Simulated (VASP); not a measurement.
Write the native input for VASP 6.6.1 that does the following.

```yaml
Task: single point
Functional: PBEsol
Potentials_or_basis: VASP PAW PBE potentials, release 64 (Pb_d, Se)
Cutoff: 520 eV
k_mesh: 7 × 7 × 7
Occupations: fermi-dirac, width 0.05 eV
Spin: no spin polarisation
Dipole_correction: no
Further_INCAR_settings: ALGO = Normal; EDIFF = 1e-06; NBANDS = 17
```

The structure of PbSe lies in POSCAR:

```
PbSe
1.0
    3.7589231005      0.0000000000      0.0000000000
    0.0000000000      3.7589231005      0.0000000000
    0.0000000000      0.0000000000      3.7589231005
Pb Se
1 1
Direct
    0.0000000000      0.0000000000      0.0000000000
    0.5000000000      0.5000000000      0.5000000000
```

One way to write it, as run:

INCAR

```
PREC = Accurate
ENCUT = 520
EDIFF = 1E-6
ISMEAR = -1
SIGMA = 0.05
LREAL = False
LASPH = True
NELM = 100
ALGO = Normal
ISIF = 2
LWAVE = False
LCHARG = True
GGA = PS
LELF = True
LVHAR = True
NBANDS = 17
```

KPOINTS

```
Automatic mesh
0
Gamma
  7 7 7
```

Potentials or basis: VASP PAW PBE potentials, release 64 (Pb_d, Se).

Command:

```console
$ cat potpaw_PBE.64/Pb_d/POTCAR potpaw_PBE.64/Se/POTCAR > POTCAR
$ mpirun -np 1 vasp_std > vasp.out
```

It gave:

```
Pressure               : -2.3 GPa
Band gap on the k mesh : zero (band 10 reaches 5.39 eV, above the bottom of band 11 at 5.15 eV)
```

Caveat: the PAW data sets were made with another functional, which shifts forces and pressure a little; spin-orbit coupling is left out, which moves the levels of the heavy elements.

It took 15 s on 1 thread of Intel(R) Xeon(R) Platinum 8259CL CPU @ 2.50GHz (Skylake/Cascade Lake), with other jobs on the host, peak memory 0.16 GiB.
